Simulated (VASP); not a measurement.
A run of VASP 6.6.1 is set up as follows.

Contents of INCAR:

```
SYSTEM = W3C
  PREC = Accurate
  ENCUT = 520
  EDIFF = 1E-6
  ISMEAR = 0
  SIGMA = 0.1
  LREAL = .FALSE.
  LASPH = .TRUE.
  NELM = 80
  ALGO = Normal
  ISIF = 2
  LWAVE = .FALSE.
  LCHARG = .FALSE.
  LDIPOL = .TRUE.
  IDIPOL = 3
  DIPOL = 0.5 0.5 0.347
  GGA = PE
  IBRION = 2
  NSW = 36
  EDIFFG = -0.025
```

File KPOINTS:

```
regular mesh
0
G
  9 9 1
  0 0 0
```

The input POSCAR:

```
W3C
1.0
    2.8547213223      0.0000000000      0.0000000000
    0.0000000000      2.8547213223      0.0000000000
    0.0000000000      0.0000000000     19.4446427381
W C
3 1
Selective dynamics
Direct
    0.5000000000      0.5000000000      0.2057121879  F F F
    0.0000000000      0.0000000000      0.3071172995  F F F
    0.5000000000      0.5000000000      0.4085774599  F F F
    0.8333333333      1.0000000000      0.4682339944  F F T
```

Potentials or basis: VASP PAW PBE potentials, release 64 (W_sv, C).

Command:

```bash
$ cat potpaw_PBE.64/W_sv/POTCAR potpaw_PBE.64/C/POTCAR > POTCAR
$ mpirun -np 1 vasp_std > vasp.out
```

Question: Estimate the band gap on the k mesh.

Answer: Zero (bands 23 and 24 overlap by 1.35 eV).

Question: What does it give for the energy gained by relaxing?

Answer: 149.2 meV/atom.

Step by step:
```csv
step,energy change (eV),largest force on free atoms (eV/Å),pressure (GPa)
1,0.0000,3.0701,-2.23
2,-0.3807,2.0059,-0.43
3,-0.5960,0.1376,2.39
4,-0.5969,0.0086,2.62
```

Caveat: spin-orbit coupling is left out, which moves the levels of the heavy elements.
